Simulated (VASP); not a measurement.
Crystal: SiO2.

```xyz
6
Lattice="4.1865 0.0000 0.0000 0.0000 4.1865 0.0000 0.0000 0.0000 2.6684" Properties=species:S:1:pos:R:3 pbc="T T T"
Si    0.0000    0.0000    0.0000
Si    2.0932    2.0932    1.3342
O     1.2807    1.2807    0.0000
O     0.8126    3.3739    1.3342
O     2.9058    2.9058    0.0000
O     3.3739    0.8126    1.3342
```

```yaml
Program: VASP 6.6.1
Task: relaxation of cell and atoms
Functional: LDA
Potentials_or_basis: VASP PAW LDA potentials, release 64 (Si, O)
Cutoff: 600 eV
k_mesh: 6 × 6 × 8
Occupations: gaussian, width 0.02 eV
Spin: no spin polarisation
```

At the start: pressure -4.8 GPa; volume 7.79 Å³/atom.

**Question.** How do energy, volume and symmetry change on relaxing?

**Answer.** Over 7 steps the energy falls by 2.1 meV/atom and the volume is 7.67 Å³/atom (-1.6 %); space group P4_2/mnm (No. 136, to 0.1 Å) before and after.

The path:
```csv
step,energy change (eV),largest force (eV/Å),pressure (GPa),volume (Å³)
1,0.0000,0.0465,-4.76,46.77
2,0.0069,0.2868,6.64,45.22
3,-0.0109,0.0964,0.08,46.08
4,-0.0125,0.0046,0.04,46.00
5,-0.0125,0.0132,0.05,46.00
6,-0.0125,0.0057,-0.03,46.01
7,-0.0125,0.0002,-0.01,46.01
```

Final structure:
```xyz
6
Lattice="4.1542 0.0000 0.0000 0.0000 4.1542 0.0000 0.0000 0.0000 2.6660" Properties=species:S:1:pos:R:3 pbc="T T T"
Si    0.0000    0.0000    0.0000
Si    2.0771    2.0771    1.3330
O     1.2686    1.2686    0.0000
O     0.8084    3.3457    1.3330
O     2.8855    2.8855    0.0000
O     3.3457    0.8084    1.3330
```
